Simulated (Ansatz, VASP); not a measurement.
## Two plane-wave programs on MgSe

INCAR

```
SYSTEM = MgSe
PREC = Accurate ; ENCUT = 600
EDIFF = 1E-6 ; ISMEAR = 0
SIGMA = 0.1 ; LREAL = .False.
LASPH = .True. ; NELM = 120
ALGO = Normal ; ISIF = 2
LWAVE = .False. ; LCHARG = .False.
NBANDS = 11 ; GGA_COMPAT = .False.
```

File KPOINTS:

```
regular mesh
0
Gamma
  6 6 6
  0 0 0
```

File POSCAR:

```
MgSe
1.0
    0.0000000000      2.7250000000      2.7250000000
    2.7250000000      0.0000000000      2.7250000000
    2.7250000000      2.7250000000      0.0000000000
Mg Se
1 1
Direct
    0.0000000000      0.0000000000      0.0000000000
    0.5000000000      0.5000000000      0.5000000000
```

Input for Ansatz:

```yaml
crystal:
  lattice:
    - [0.0, 2.725, 2.725]
    - [2.725, 0.0, 2.725]
    - [2.725, 2.725, 0.0]
  atoms:
    - { symbol: Mg, position: [0.0, 0.0, 0.0] }
    - { symbol: Se, position: [0.5, 0.5, 0.5] }
basis:
  ecutwfc: 420
kpoints:
  mp_grid: { grid: [6, 6, 6] }
hamiltonian:
  xc: lda
  pseudopotentials: { kind: paw, azcp: { folder: soft_1 } }
scf:
  occupations: { method: gaussian, width: 0.1 }
output:
  forces: true
  stress: true
  eigenvalues: true
```

Alike in both runs: task single point; functional LDA; k mesh 6 × 6 × 6; occupations gaussian, width 0.1 eV; no spin polarisation.

```csv
,VASP,Ansatz
version,VASP 6.6.1,Ansatz 0.2.0
potentials or method,"VASP PAW LDA potentials, release 64 (Mg, Se), cutoff 600 eV","scalar-relativistic, plane waves, PAW"
valence electrons in the cell,8,26
```

|  | VASP | Ansatz | Ansatz less VASP |
| --- | --- | --- | --- |
| gap on the k mesh at the Fermi level (eV) | 1.65 | 1.66 | +0.015 |
| least direct gap on the mesh (eV) | 2.40 | 2.38 | -0.020 |
| pressure (GPa) | -2.4 | -2.1 | +0.31 |

Ansatz warns that its potentials were made for another functional, while VASP's fit it. LDA's correlation is that of Perdew and Zunger in VASP and of Perdew and Wang (1992) in Ansatz. VASP's potentials hold 8 valence electrons a cell and Ansatz's 26, so a difference there can come from the potentials and not from the codes.
